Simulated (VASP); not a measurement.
# TePb in VASP: a series of runs

The runs below take TePb through single point, with PBEsol.

All numbers are computed with VASP 6.6.1; they aren't measurements. Logs are shortened: lines on timing, memory, paths and dates and some standing lists are left out, and cuts for length are marked.

### Step 1. The cell of the first run

The cell holds a wire with vacuum, 2 atoms: a = 10.300 Å, b = 9.300 Å, c = 4.094 Å, α = 90.00°, β = 90.00°, γ = 90.00°.

### Step 2. Single point, PBEsol, collinear spin, ferromagnetic start

INCAR reads:

```
ALGO     = Normal         # electronic algorithm
EDIFF    = 1E-6           # SCF threshold, eV
ENCUT    = 520            # plane-wave cutoff, eV
GGA      = PS             # functional
ISIF     = 2              # what is computed and relaxed
ISMEAR   = 0              # smearing method
ISPIN    = 2              # spin polarisation
LASPH    = T              # aspherical terms in the spheres
LCHARG   = F              # write CHGCAR
LORBIT   = 11             # projections on sites
LREAL    = F              # projectors in reciprocal space
LWAVE    = F              # write WAVECAR
MAGMOM   = 0.5 0.5        # initial moments
NBANDS   = 21             # bands
NELM     = 150            # most SCF steps
PREC     = Accurate       # precision mode
SIGMA    = 0.05           # smearing width, eV
```

KPOINTS reads:

```
k-points
0
Gamma
  1 1 13
```

POSCAR reads:

```
TePb
1.0
   10.3000000000      0.0000000000      0.0000000000
    0.0000000000      9.3000000000      0.0000000000
    0.0000000000      0.0000000000      4.0941304539
Te Pb
1 1
Direct
    0.4045648815      0.5000000000      0.0000000000
    0.5954351185      0.5000000000      0.5000000000
```

Potentials or basis: VASP PAW PBE potentials, release 64 (Te, Pb_d).

Launch:

```bash
cat potpaw_PBE.64/Te/POTCAR potpaw_PBE.64/Pb_d/POTCAR > POTCAR
mpirun -np 1 vasp_std > vasp.out
```

OUTCAR:

```text
EDIFF = 1E-6
   ENCUT = 520
   GGA = PS
   ISIF = 2
   ISMEAR = 0
   ISPIN = 2
   LASPH = T
   LORBIT = 11
   LREAL = F
   NELM = 150
   PREC = Accurate

 ion  position               nearest neighbor table
   1  0.405  0.500  0.000-   2 2.84   2 2.84
   2  0.595  0.500  0.500-   1 2.84   1 2.84

  LATTYP: Found a simple orthorhombic cell.
 ALAT       =     4.0941304539
 B/A-ratio  =     2.2715446185
 C/A-ratio  =     2.5157967280

  Lattice vectors:

 A1 = (   0.0000000000,   0.0000000000,  -4.0941304539)
 A2 = (   0.0000000000,   9.3000000000,   0.0000000000)
 A3 = (  10.3000000000,   0.0000000000,   0.0000000000)

Analysis of symmetry for initial positions (statically):
=====================================================================
 Subroutine PRICEL returns:
 Original cell was already a primitive cell.

 Routine SETGRP: Setting up the symmetry group for a
 simple orthorhombic supercell.

 Subroutine GETGRP returns: Found  4 space group operations
 (whereof  4 operations were pure point group operations)
 out of a pool of  8 trial point group operations.

The static configuration has the point symmetry C_2v.

Analysis of symmetry for dynamics (positions and initial velocities):
=====================================================================
 Subroutine PRICEL returns:
 Original cell was already a primitive cell.

 Routine SETGRP: Setting up the symmetry group for a
 simple orthorhombic supercell.

 Subroutine GETGRP returns: Found  4 space group operations
 (whereof  4 operations were pure point group operations)
 out of a pool of  8 trial point group operations.

The dynamic configuration has the point symmetry C_2v.

Analysis of structural, dynamic, and magnetic symmetry:
=====================================================================
 Subroutine PRICEL returns:
 Original cell was already a primitive cell.

 Routine SETGRP: Setting up the symmetry group for a
 simple orthorhombic supercell.

 Subroutine GETGRP returns: Found  4 space group operations
 (whereof  4 operations were pure point group operations)
[... 98 lines left out ...]
   EFERMI =   0.00;   METHOD = LEGACY
   ISMEAR =     0;   SIGMA  =   0.05  broadening in eV -4-tet -1-fermi 0-gaus
   EFERMI_NEDOS =   21; number of points for ismear=-14 and -15
   IALGO  =     38    algorithm
   IMIX   =      4    mixing-type and parameters
     AMIX     =   0.40;   BMIX     =  1.00
     AMIX_MAG =   1.60;   BMIX_MAG =  1.00
  volume/ion in A,a.u.               =     196.09      1323.27
  Fermi-wavevector in a.u.,A,eV,Ry     =   0.607096  1.147246  5.014643  0.368566
  Thomas-Fermi vector in A             =   1.661432
   LORBIT       =     11    0 simple, 1 ext, 2 COOP (PROOUT), +10 PAW based schemes
   GGA     = PS    functional components
   LHFCALC =     F    Hartree Fock is set to
   AEXX    =    0.0000 exact exchange contribution
   IVDW    =     0    specifies the selected vdW correction
   LEPSILON=     F    determine dielectric tensor
   LRPA    =     F    only Hartree local field effects (RPA)
 spin polarized calculation
 Gauss-broadening in eV      SIGMA  =   0.05
  energy-cutoff  :      520.00
  volume of cell :      392.18
 maximum number of plane-waves:     10581
 NGX is ok and might be reduce to    80
   NGX = 39   NGY = 35   NGZ = 15

 number of electron      20.0000002 magnetization       0.0000154

 number of electron      20.0000002 magnetization      -0.0000058

 Free energy of the ion-electron system (eV)
  ---------------------------------------------------
  ext. energy  EPLUGINS =         0.00000000
  ---------------------------------------------------
  free energy    TOTEN  =        -6.90650782 eV

  energy without entropy =       -6.90650782  energy(sigma->0) =       -6.90650782

 E-fermi :  -3.2080     XC(G=0):  -2.7259

 val. band max:       -3.4867413551   @ k =   0.0000   0.0000   0.4615
 cond. band min:      -1.7877831905   @ k =   0.0000   0.0000   0.4615
 fundamental gap:      1.6989581646
 Fermi energy:        -3.2079920347

 spin component 1

 k-point     1 :       0.0000    0.0000    0.0000
  band No.  band energies     occupation
      1     -19.7137      1.00000
      2     -19.6023      1.00000
      3     -19.5874      1.00000
      4     -19.5026      1.00000
      5     -19.4674      1.00000
      6     -13.9752      1.00000
[... 157 lines left out ...]
     20       4.4800      0.00000
     21       4.5383      0.00000
 Fermi energy:        -3.2079920347

 spin component 2

 k-point     1 :       0.0000    0.0000    0.0000
  band No.  band energies     occupation
      1     -19.7137      1.00000
      2     -19.6023      1.00000
      3     -19.5874      1.00000
      4     -19.5027      1.00000
      5     -19.4674      1.00000
      6     -13.9752      1.00000
[... 157 lines left out ...]
     20       4.4798      0.00000
     21       4.5383      0.00000

------------------------ aborting loop because EDIFF is reached ----------------------------------------

  FORCE on cell =-STRESS in cart. coord.  units (eV):
  Direction    XX          YY          ZZ          XY          YZ          ZX
  --------------------------------------------------------------------------------------
  -------------------------------------------------------------------------------------
  Total       -0.0557537      0.0358575     -0.0049361      0.0000000      0.0000000      0.0000000
  in kB       -0.2277729      0.1464902     -0.0201658      0.0000000      0.0000000      0.0000000
  external PRESSURE =      -0.0338162 kB  Pullay stress =       0.0000000 kB

 VOLUME and BASIS-vectors are now :
 -----------------------------------------------------------------------------
  energy-cutoff  :      520.00
  volume of cell :      392.18
      direct lattice vectors                 reciprocal lattice vectors
    10.300000000  0.000000000  0.000000000     0.097087379  0.000000000  0.000000000
     0.000000000  9.300000000  0.000000000     0.000000000  0.107526882  0.000000000
     0.000000000  0.000000000  4.094130454     0.000000000  0.000000000  0.244252110

 POSITION                                       TOTAL-FORCE (eV/Angst)
 -----------------------------------------------------------------------------------
      4.16702      4.65000      0.00000        -0.025915      0.000000      0.000000
      6.13298      4.65000      2.04707         0.025915      0.000000      0.000000
 -----------------------------------------------------------------------------------
    total drift:                               -0.000022      0.000000      0.000001

  FREE ENERGIE OF THE ION-ELECTRON SYSTEM (eV)
  ---------------------------------------------------
  free  energy   TOTEN  =        -6.9065078191 eV

  energy  without entropy=       -6.9065078191  energy(sigma->0) =       -6.90650782

 total charge

# of ion       s       p       d       tot
------------------------------------------
    1        1.387   1.977   0.017   3.382
    2        1.395   0.733   9.817  11.945
--------------------------------------------------
tot          2.783   2.710   9.834  15.327

 magnetization (x)

# of ion       s       p       d       tot
------------------------------------------
    1       -0.000  -0.000   0.000  -0.000
    2        0.000   0.000  -0.000   0.000
--------------------------------------------------
tot         -0.000  -0.000  -0.000  -0.000
```

It took 3.3 min on 1 thread of Intel Xeon Platinum 8488C (Sapphire Rapids), shared host; peak memory 0.58 GiB.

What came out:

- Free energy: -6.9065 eV
- Largest force: 0.026 eV/Å
- Band gap on the k mesh: 1.70 eV, direct
- Net moment: 0.00 μB per cell
- Valence electrons inside the program's atomic spheres: Te 3.38; Pb 11.95

Forces on the atoms (eV/Å):
```
Te  -0.026  0.000  0.000
Pb   0.026  0.000  0.000
```

Caveat: the PAW data sets were made with another functional, which shifts forces and pressure a little; spin-orbit coupling is left out, which moves the levels of the heavy elements.

[end of part 1 of 2]
